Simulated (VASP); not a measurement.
# C (P6_3/mmc) in VASP: further runs, part 3 of 3

VASP 6.6.1. The steps go on from the part before.

### Step 5. Single point, LDA

The COD entry that gives the cell may itself be a prediction, so a difference from it is no test against experiment.

This run uses another cell than the first one, of 5.00 Å³/atom, 1.016 times its volume.

INCAR

```
SYSTEM = C
ALGO = Normal ; EDIFF = 1E-6
ENCUT = 520 ; GGA = CA
ISIF = 2 ; ISMEAR = 0
LASPH = .TRUE. ; LCHARG = .TRUE.
LELF = .TRUE. ; LREAL = .FALSE.
LVHAR = .TRUE. ; LWAVE = .FALSE.
NBANDS = 36 ; NELM = 80
PREC = Accurate ; SIGMA = 0.05
```

KPOINTS

```
k-points
0
G
  12 12 2
  0 0 0
```

POSCAR

```
C
1.0
    2.3177000000      0.0000000000      0.0000000000
   -1.1588500000      2.0071870784      0.0000000000
    0.0000000000      0.0000000000     12.9064000000
C
12
Direct
    0.0000000000      0.0000000000      0.1868599868
    0.0000000000      0.0000000000      0.6868599868
    0.0000000000      0.0000000000      0.3131400132
    0.0000000000      0.0000000000      0.8131400132
    0.3333333333      0.6666666667      0.5207718743
    0.6666666667      0.3333333333      0.0207718743
    0.3333333333      0.6666666667      0.9792281257
    0.6666666667      0.3333333333      0.4792281257
    0.3333333333      0.6666666667      0.6450609412
    0.6666666667      0.3333333333      0.1450609412
    0.3333333333      0.6666666667      0.8549390588
    0.6666666667      0.3333333333      0.3549390588
```

Command:

```
$ cat potpaw_LDA.64/C/POTCAR > POTCAR
$ mpirun -np 1 vasp_std > vasp.out
```

Run time: 86 s. Hardware: 1 thread of AMD EPYC 7R13 (Zen 3), shared host; peak memory 0.14 GiB.

It converged, with:

```
Free energy            : -117.6265 eV
Pressure               : 65.4 GPa
Largest force          : 0.581 eV/Å
Band gap on the k mesh : 2.23 eV, direct
```

Forces in eV/Å, atoms in the order of the input:
```
C    0.000  0.000  0.545
C    0.000  0.000  0.545
C    0.000  0.000 -0.545
C    0.000  0.000 -0.545
C    0.000  0.000  0.581
C    0.000  0.000  0.581
C    0.000  0.000 -0.581
C    0.000  0.000 -0.581
C    0.000  0.000 -0.398
C    0.000  0.000 -0.398
C    0.000  0.000  0.398
C    0.000  0.000  0.398
```

Stress tensor (GPa, compression positive):
```
124.17   0.00   0.00
  0.00 124.17   0.00
  0.00   0.00 -52.02
```

Levels at points of the mesh, in eV from the valence-band top:
```csv
k point,band 22,band 23,band 24,band 25,band 26,band 27
"(0.00, 0.00, 0.00)",-0.64,0.00,0.00,2.23,6.94,6.94
"(0.50, 0.00, 0.00)",-4.61,-4.42,-3.83,3.98,5.02,5.87
"(0.00, 0.00, 0.50)",-0.20,-0.20,-0.20,4.22,4.22,7.21
"(0.50, 0.00, 0.50)",-4.68,-4.06,-4.06,4.17,4.17,6.40
```

### Step 6. Overview

| cell | gap on the mesh (eV) | pressure (GPa) | largest force (eV/Å) |
| --- | --- | --- | --- |
| a = 2.376, b = 2.376, c = 12.087 Å, angles 90.0, 90.0, 120.0°, 12 atoms | 4.91 | 67.4 | 0.42 |
| a = 2.318, b = 2.318, c = 12.701 Å, angles 90.0, 90.0, 120.0°, 12 atoms | 2.75 | 74.2 | 0.72 |
| a = 2.434, b = 2.434, c = 11.677 Å, angles 90.0, 90.0, 120.0°, 12 atoms | 4.48 | 58.0 | 0.39 |
| a = 2.318, b = 2.318, c = 12.906 Å, angles 90.0, 90.0, 120.0°, 12 atoms | 2.23 | 65.4 | 0.58 |

Alike in all rows: task single point; level LDA; potentials or basis VASP PAW LDA potentials, release 64 (C); no spin polarisation; k mesh 12 × 12 × 2; cutoff (eV) 520; smearing gaussian 0.05 eV.

Total energies depend on the potentials used, so only differences within one code and one set of settings carry meaning.
